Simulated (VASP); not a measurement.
# MoS2 (P-3m1) in VASP: notebook

Runs on MoS2. Level: PBE+D3(BJ). Tasks: single point.

Everything below comes from runs of VASP 6.6.1. Logs are shortened: lines on timing, memory, paths and dates and some standing lists are left out, and cuts for length are marked.

### Step 1. The cell of the first run

Symmetry: P-3m1, No. 164, trigonal system. The conventional cell has a = 3.212 Å, b = 3.212 Å, c = 12.336 Å, α = 90.00°, β = 90.00°, γ = 120.00°. Within 3.2 Å of Mo (site symmetry 3m) lie 6 S at 2.42 Å. Within 3.2 Å of S (site symmetry 3m) lie 3 Mo at 2.42 Å and 1 S at 3.10 Å. S (site symmetry 3m) has 3 Mo at 2.42 Å and 1 S at 3.10 Å within 3.2 Å.

### Step 2. Single point, PBE+D3(BJ)

File INCAR:

```
SYSTEM = MoS2
PREC = Accurate
ENCUT = 520
EDIFF = 1E-7
ISMEAR = 0
SIGMA = 0.02
LREAL = .FALSE.
LASPH = .TRUE.
NELM = 60
ALGO = Normal
ISIF = 2
LWAVE = .FALSE.
LCHARG = .FALSE.
GGA = PE
IVDW = 12
NBANDS = 35
```

File KPOINTS:

```
regular mesh
0
G
  12 12 4
  0 0 0
```

File POSCAR:

```
MoS2
1.0
    3.2123051037      0.0000000000      0.0000000000
   -1.6061525518      2.7819378245      0.0000000000
    0.0000000000      0.0000000000     12.3355115033
Mo S
2 4
Direct
    0.6666666667      0.3333333333      0.2495915180
    0.3333333333      0.6666666667      0.7504084820
    0.3333333333      0.6666666667      0.3751243153
    0.6666666667      0.3333333333      0.8759318888
    0.3333333333      0.6666666667      0.1240681112
    0.6666666667      0.3333333333      0.6248756847
```

Potentials or basis: VASP PAW PBE potentials, release 64 (Mo_sv, S).

Run with:

```console
> cat potpaw_PBE.64/Mo_sv/POTCAR potpaw_PBE.64/S/POTCAR > POTCAR
> mpirun -np 1 vasp_std > vasp.out
```

OUTCAR:

```text
SYSTEM = MoS2
   PREC = Accurate
   ENCUT = 520
   EDIFF = 1E-7
   ISMEAR = 0
   LREAL = .FALSE.
   LASPH = .TRUE.
   NELM = 60
   ISIF = 2
   GGA = PE
   IVDW = 12
 IVDW          = 12

 ion  position               nearest neighbor table
   1  0.667  0.333  0.250-   5 2.42   5 2.42   5 2.42   3 2.42   3 2.42   3 2.42
   2  0.333  0.667  0.750-   4 2.42   4 2.42   4 2.42   6 2.42   6 2.42   6 2.42
   3  0.333  0.667  0.375-   1 2.42   1 2.42   1 2.42
   4  0.667  0.333  0.876-   2 2.42   2 2.42   2 2.42
   5  0.333  0.667  0.124-   1 2.42   1 2.42   1 2.42
   6  0.667  0.333  0.625-   2 2.42   2 2.42   2 2.42

  LATTYP: Found a hexagonal cell.
 ALAT       =     3.2123051037
 C/A-ratio  =     3.8400809092

  Lattice vectors:

 A1 = (   3.2123051037,   0.0000000000,   0.0000000000)
 A2 = (  -1.6061525518,   2.7819378245,   0.0000000000)
 A3 = (   0.0000000000,   0.0000000000,  12.3355115033)

Analysis of symmetry for initial positions (statically):
=====================================================================
 Subroutine PRICEL returns:
 Original cell was already a primitive cell.

 Routine SETGRP: Setting up the symmetry group for a
 hexagonal supercell.

 Subroutine GETGRP returns: Found 12 space group operations
 (whereof 12 operations were pure point group operations)
 out of a pool of 24 trial point group operations.

The static configuration has the point symmetry D_3d.

Analysis of symmetry for dynamics (positions and initial velocities):
=====================================================================
 Subroutine PRICEL returns:
 Original cell was already a primitive cell.

 Routine SETGRP: Setting up the symmetry group for a
 hexagonal supercell.

 Subroutine GETGRP returns: Found 12 space group operations
 (whereof 12 operations were pure point group operations)
 out of a pool of 24 trial point group operations.

The dynamic configuration has the point symmetry D_3d.

 Subroutine INISYM returns: Found 12 space group operations
 (whereof 12 operations are pure point group operations),
 and found     1 'primitive' translations

----------------------------------------------------------------------------------------

                                     Primitive cell

  volume of cell :     110.2355

  direct lattice vectors                    reciprocal lattice vectors
     3.212305104  0.000000000  0.000000000     0.311302933  0.179730832  0.000000000
    -1.606152552  2.781937824  0.000000000     0.000000000  0.359461664  0.000000000
     0.000000000  0.000000000 12.335511503     0.000000000  0.000000000  0.081066764

  length of vectors
     3.212305104  3.212305104 12.335511503     0.359461664  0.359461664  0.081066764

  position of ions in fractional coordinates (direct lattice)
     0.666666667  0.333333333  0.249591518
     0.333333333  0.666666667  0.750408482
     0.333333333  0.666666667  0.375124315
     0.666666667  0.333333333  0.875931889
     0.333333333  0.666666667  0.124068111
     0.666666667  0.333333333  0.624875685

  ion indices of the primitive-cell ions
   primitive index   ion index
                 1           1
                 2           2
                 3           3
                 4           4
                 5           5
                 6           6

----------------------------------------------------------------------------------------

 KPOINTS: regular mesh

Automatic generation of k-mesh.
 Grid dimensions read from file:
 generate k-points for:   12   12    4

 Generating k-lattice:

  Cartesian coordinates                     Fractional coordinates (reciprocal lattice)
     0.025941911  0.014977569  0.000000000     0.083333333  0.000000000  0.000000000
     0.000000000  0.029955139  0.000000000     0.000000000  0.083333333  0.000000000
     0.000000000  0.000000000  0.020266691     0.000000000  0.000000000  0.250000000

  Length of vectors
     0.029955139  0.029955139  0.020266691

  Shift w.r.t. Gamma in fractional coordinates (k-lattice)
     0.000000000  0.000000000  0.000000000

 Subroutine IBZKPT returns following result:
 ===========================================

 Found     69 irreducible k-points:

 Following reciprocal coordinates:
            Coordinates               Weight
  0.000000  0.000000  0.000000      1.000000
  0.083333  0.000000  0.000000      6.000000
  0.166667  0.000000  0.000000      6.000000
  0.250000  0.000000  0.000000      6.000000
  0.333333  0.000000  0.000000      6.000000
  0.416667  0.000000  0.000000      6.000000
[... 16 lines left out ...]
  0.166667  0.000000  0.250000      6.000000
  0.000000  0.166667  0.250000      6.000000
 [... further k-points ...]
   k-points           NKPTS =     69   k-points in BZ     NKDIM =     69   number of bands    NBANDS=     35
   number of dos      NEDOS =    301   number of ions     NIONS =      6
   total plane-waves  NPLWV =  55296
   dimension x,y,z NGX =    24 NGY =   24 NGZ =   96
   dimension x,y,z NGXF=    48 NGYF=   48 NGZF=  192
   ions per type =               2   4
   NGX,Y,Z   is equivalent  to a cutoff of  12.42, 12.42, 12.94 a.u.
   NGXF,Y,Z  is equivalent  to a cutoff of  24.84, 24.84, 25.88 a.u.
 SYSTEM =  MoS2
   PREC   = accura    normal or accurate (medium, high low for compatibility)
   ISTART =      0    job   : 0-new  1-cont  2-samecut
   ICHARG =      2    charge: 1-file 2-atom 10-const
   ISPIN  =      1    spin polarized calculation?
   LNONCOLLINEAR =      F non collinear calculations
   LSORBIT =      F    spin-orbit coupling
   LASPH  =      T    aspherical Exc in radial PAW
   ENCUT  =  520.0 eV  38.22 Ry    6.18 a.u.   5.97  5.97 22.94*2*pi/ulx,y,z
   NELM   =     60;   NELMIN=  2; NELMDL= -5     # of ELM steps
   EDIFF  = 0.1E-06   stopping-criterion for ELM
   LREAL  =      F    real-space projection
   EDIFFG = 0.1E-05   stopping-criterion for IOM
   NSW    =      0    number of steps for IOM
   IBRION =     -1    ionic relax: 0-MD 1-quasi-New 2-CG
   NFREE  =      0    steps in history (QN), initial steepest desc. (CG)
   ISIF   =      2    stress and relaxation
   ISYM   =      2    0-nonsym 1-usesym 2-fastsym
   POTIM  = 0.5000    time-step for ionic-motion
   TEBEG  =    0.0;   TEEND  =   0.0 temperature during run
   PSTRESS=    0.0 pullay stress
   NELECT =      52.0000    total number of electrons
   NUPDOWN=      -1.0000    fix difference up-down
   EMIN   =  10.00;   EMAX   =-10.00  energy-range for DOS
   EFERMI =   0.00;   METHOD = LEGACY
   ISMEAR =     0;   SIGMA  =   0.02  broadening in eV -4-tet -1-fermi 0-gaus
   EFERMI_NEDOS =   21; number of points for ismear=-14 and -15
   IALGO  =     38    algorithm
   IMIX   =      4    mixing-type and parameters
     AMIX     =   0.40;   BMIX     =  1.00
     AMIX_MAG =   1.60;   BMIX_MAG =  1.00
  volume/ion in A,a.u.               =      18.37       123.98
  Fermi-wavevector in a.u.,A,eV,Ry     =   1.274389  2.408247 22.096792  1.624068
  Thomas-Fermi vector in A             =   2.407160
   LORBIT       =      0    0 simple, 1 ext, 2 COOP (PROOUT), +10 PAW based schemes
   GGA     = PE    functional components
   LHFCALC =     F    Hartree Fock is set to
   AEXX    =    0.0000 exact exchange contribution
   IVDW    =    12    specifies the selected vdW correction
   LEPSILON=     F    determine dielectric tensor
   LRPA    =     F    only Hartree local field effects (RPA)
 non-spin polarized calculation
 Gauss-broadening in eV      SIGMA  =   0.02
  energy-cutoff  :      520.00
  volume of cell :      110.24
 maximum number of plane-waves:      3012
   NGX = 11   NGY = 11   NGZ = 45

 number of electron      52.0000000 magnetization

 Free energy of the ion-electron system (eV)
  ---------------------------------------------------
  ext. energy  EPLUGINS =         0.00000000
  ---------------------------------------------------
  free energy    TOTEN  =       -43.61961219 eV

  energy without entropy =      -43.61961219  energy(sigma->0) =      -43.61961219

 E-fermi :   7.4559     XC(G=0): -10.6577

 val. band max:        7.2267451271   @ k =   0.0000   0.0000   0.0000
 cond. band min:       8.0243037054   @ k =   0.3333   0.3333   0.0000
 fundamental gap:      0.7975585783
 Fermi energy:         7.4559305387

 k-point     1 :       0.0000    0.0000    0.0000
  band No.  band energies     occupation
      1     -54.4019      2.00000
      2     -54.4018      2.00000
      3     -28.5235      2.00000
      4     -28.5234      2.00000
      5     -28.3550      2.00000
      6     -28.3550      2.00000
[... 27 lines left out ...]
     34       9.5250      0.00000
     35      12.4659      0.00000

 k-point     2 :       0.0833    0.0000    0.0000
  band No.  band energies     occupation
      1     -54.3996      2.00000
      2     -54.3996      2.00000
      3     -28.5190      2.00000
      4     -28.5189      2.00000
      5     -28.3783      2.00000
      6     -28.3783      2.00000
[... 27 lines left out ...]
     34       9.4219      0.00000
     35      12.9517      0.00000

 k-point     3 :       0.1667    0.0000    0.0000
  band No.  band energies     occupation
      1     -54.3936      2.00000
      2     -54.3936      2.00000
      3     -28.5066      2.00000
      4     -28.5065      2.00000
      5     -28.4415      2.00000
      6     -28.4415      2.00000
[... 27 lines left out ...]
     34       9.8174      0.00000
     35      13.9513      0.00000

 k-point     4 :       0.2500    0.0000    0.0000
  band No.  band energies     occupation
      1     -54.3853      2.00000
      2     -54.3853      2.00000
      3     -28.5267      2.00000
      4     -28.5267      2.00000
      5     -28.4896      2.00000
      6     -28.4896      2.00000
[... 27 lines left out ...]
     34      10.2945      0.00000
     35      14.4791      0.00000

 k-point     5 :       0.3333    0.0000    0.0000
  band No.  band energies     occupation
      1     -54.3770      2.00000
      2     -54.3770      2.00000
      3     -28.6108      2.00000
      4     -28.6108      2.00000
      5     -28.4726      2.00000
      6     -28.4726      2.00000
[... 638 lines left out ...]
 k-point    22 :       0.0000    0.0833    0.2500
  band No.  band energies     occupation
      1     -54.3996      2.00000
      2     -54.3996      2.00000
      3     -28.5190      2.00000
      4     -28.5189      2.00000
      5     -28.3783      2.00000
      6     -28.3783      2.00000
[... 27 lines left out ...]
     34       9.4135      0.00000
     35      12.9697      0.00000

 k-point    23 :       0.1667    0.0000    0.2500
  band No.  band energies     occupation
      1     -54.3936      2.00000
      2     -54.3936      2.00000
      3     -28.5066      2.00000
      4     -28.5065      2.00000
      5     -28.4415      2.00000
      6     -28.4415      2.00000
[... 27 lines left out ...]
     34       9.8036      0.00000
     35      13.9894      0.00000

 k-point    24 :       0.0000    0.1667    0.2500
  band No.  band energies     occupation
      1     -54.3936      2.00000
      2     -54.3936      2.00000
      3     -28.5066      2.00000
      4     -28.5065      2.00000
      5     -28.4415      2.00000
      6     -28.4415      2.00000
[... 27 lines left out ...]
     34       9.8037      0.00000
     35      14.0027      0.00000

 [... further k-points ...]

------------------------ aborting loop because EDIFF is reached ----------------------------------------

 Edisp (eV)   -2.46802

 E8    (eV) :    -0.9955

  FORCE on cell =-STRESS in cart. coord.  units (eV):
  Direction    XX          YY          ZZ          XY          YZ          ZX
  --------------------------------------------------------------------------------------
  -------------------------------------------------------------------------------------
  Total      -3.73322    -3.73322    -0.96820    -0.00000     0.00000     0.00000
  in kB     -54.25909   -54.25909   -14.07196    -0.00000     0.00000     0.00000
  external pressure =      -40.86 kB  Pullay stress =        0.00 kB

 VOLUME and BASIS-vectors are now :
 -----------------------------------------------------------------------------
  energy-cutoff  :      520.00
  volume of cell :      110.24
      direct lattice vectors                 reciprocal lattice vectors
     3.212305104  0.000000000  0.000000000     0.311302933  0.179730832  0.000000000
    -1.606152552  2.781937824  0.000000000     0.000000000  0.359461664  0.000000000
     0.000000000  0.000000000 12.335511503     0.000000000  0.000000000  0.081066764

 POSITION                                       TOTAL-FORCE (eV/Angst)
 -----------------------------------------------------------------------------------
      1.60615      0.92731      3.07884        -0.000000     -0.000000      0.002685
     -0.00000      1.85463      9.25667         0.000000      0.000000     -0.002685
     -0.00000      1.85463      4.62735         0.000000     -0.000000     -0.011621
      1.60615      0.92731     10.80507        -0.000000      0.000000     -0.015377
     -0.00000      1.85463      1.53044        -0.000000      0.000000      0.015377
      1.60615      0.92731      7.70816         0.000000      0.000000      0.011621
 -----------------------------------------------------------------------------------
    total drift:                                0.000000     -0.000000      0.000000

  FREE ENERGIE OF THE ION-ELECTRON SYSTEM (eV)
  ---------------------------------------------------
  free  energy   TOTEN  =       -46.0876289184 eV

  energy  without entropy=      -46.0876289184  energy(sigma->0) =      -46.08762892
```

Wall time 8.2 min (1 thread of AMD EPYC 7R13, shared host); peak memory 0.34 GiB.

What came out:

```
Free energy                : -46.0876 eV
Pressure                   : -4.1 GPa
Largest force              : 0.015 eV/Å
Band gap on the k mesh     : 0.80 eV, indirect (least direct gap 1.51 eV)
Dispersion energy per atom : -0.411 eV
```

Forces in eV/Å, atoms in the order of the input:
```
Mo   0.000  0.000  0.003
Mo   0.000  0.000 -0.003
S    0.000  0.000 -0.012
S    0.000  0.000 -0.015
S    0.000  0.000  0.015
S    0.000  0.000  0.012
```

[end of part 1 of 2]
